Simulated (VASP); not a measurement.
Input of a VASP 6.6.1 run:

Contents of INCAR:

```
ALGO = Normal
EDIFF = 1E-6
EDIFFG = -0.001
ENCUT = 600
GGA = PS
IBRION = 2
ISIF = 3
ISMEAR = 0
IVDW = 12
LASPH = True
LCHARG = False
LREAL = False
LWAVE = False
NELM = 100
NSW = 60
PREC = Accurate
SIGMA = 0.05
```

The input KPOINTS:

```
k-points
0
Gamma
  5 5 5
```

The input POSCAR:

```
LaZn
1.0
    3.7500000000      0.0000000000      0.0000000000
    0.0000000000      3.7500000000      0.0000000000
    0.0000000000      0.0000000000      3.7500000000
La Zn
1 1
Direct
    0.5000000000      0.5000000000      0.5000000000
    0.0000000000      0.0000000000      0.0000000000
```

Potentials or basis: VASP PAW PBE potentials, release 64 (La, Zn).

Launch:

```sh
$ cat potpaw_PBE.64/La/POTCAR potpaw_PBE.64/Zn/POTCAR > POTCAR
$ mpirun -np 1 vasp_std > vasp.out
```

(1) Estimate the dispersion energy per atom.

(2) Estimate the space group after relaxing (to 0.05 Å).

Results:

(1) -0.480 eV.

(2) Pm-3m (No. 221).
